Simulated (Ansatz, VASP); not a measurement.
**KCd4Ir3: VASP beside Ansatz**

Contents of INCAR:

```
PREC = Accurate ; ENCUT = 520
EDIFF = 1E-6 ; ISMEAR = -1
SIGMA = 0.1 ; LREAL = F
LASPH = T ; NELM = 100
ALGO = Normal ; ISIF = 2
LWAVE = F ; LCHARG = F
GGA = PE ; NBANDS = 52
```

File KPOINTS:

```
Automatic mesh
0
Gamma
  5 5 5
```

File POSCAR:

```
KCd4Ir3
1.0
    2.1511410000      3.7258800000      0.0000000000
   -2.1511410000      3.7258800000      0.0000000000
    0.0000000000     -2.4839200000     11.5172690000
Cd Ir K
4 3 1
Direct
    0.0891800000      0.0891800000      0.2675400000
    0.9108200000      0.9108200000      0.7324600000
    0.3014100000      0.3014100000      0.9042300000
    0.6985900000      0.6985900000      0.0957700000
    0.2277500000      0.2277500000      0.6832500000
    0.7722500000      0.7722500000      0.3167500000
    0.0000000000      0.0000000000      0.0000000000
    0.5000000000      0.5000000000      0.5000000000
```

Input for Ansatz:

```yaml
crystal:
  lattice:
    - [2.151141, 3.72588, 0.0]
    - [-2.151141, 3.72588, 0.0]
    - [0.0, -2.48392, 11.517269]
  atoms:
    - { symbol: Cd, position: [0.08918, 0.08918, 0.26754] }
    - { symbol: Cd, position: [0.91082, 0.91082, 0.73246] }
    - { symbol: Cd, position: [0.30141, 0.30141, 0.90423] }
    - { symbol: Cd, position: [0.69859, 0.69859, 0.09577] }
    - { symbol: Ir, position: [0.22775, 0.22775, 0.68325] }
    - { symbol: Ir, position: [0.77225, 0.77225, 0.31675] }
    - { symbol: Ir, position: [0.0, 0.0, 0.0] }
    - { symbol: K, position: [0.5, 0.5, 0.5] }
  symmetry: { tolerance: 0.0003 }
kpoints:
  mp_grid: { grid: [5, 5, 5], shift: [0, 0, 0] }
magnetization:
  spin_polarized: false
scf:
  occupations: { method: fermi_dirac }
hamiltonian:
  pseudopotentials: { kind: paw }
  xc: pbe
basis:
  ecutwfc: 420
output:
  forces: true
  stress: true
  eigenvalues: true
```

Alike in both runs: task single point; functional PBE; k mesh 5 × 5 × 5; no spin polarisation.

|  | VASP | Ansatz |
| --- | --- | --- |
| version | VASP 6.6.1 | Ansatz 0.2.0 |
| potentials or method | VASP PAW PBE potentials, release 64 (Cd, Ir, K_sv), cutoff 520 eV | PAW plane waves |
| occupations | fermi-dirac, width 0.1 eV | fermi-dirac |
| valence electrons in the cell | 84 | 140 |

VASP gave:

| Property | Result |
| --- | --- |
| gap on the k mesh at the Fermi level (eV) | none |
| pressure (GPa) | 8.2 |
| traceless stress, the component that is largest in VASP (GPa) | -1.19 |
| rms of the force components (eV/Å) | 0.583 |

Problem. Which values does Ansatz return?

Solution. gap on the k mesh at the Fermi level (eV): none; pressure (GPa): 7.4; traceless stress, the component that is largest in VASP (GPa): -1.10; rms of the force components (eV/Å): 0.541.

Atom by atom the forces differ by 0.044 eV/Å (rms over components). A gap of «none» marks a metal or a gap that the smearing closes. VASP's potentials hold 84 valence electrons a cell and Ansatz's 140, so a difference there can come from the potentials and not from the codes. Ansatz's warnings: structure snapped to symmetry.

Neither program's run includes spin-orbit coupling.
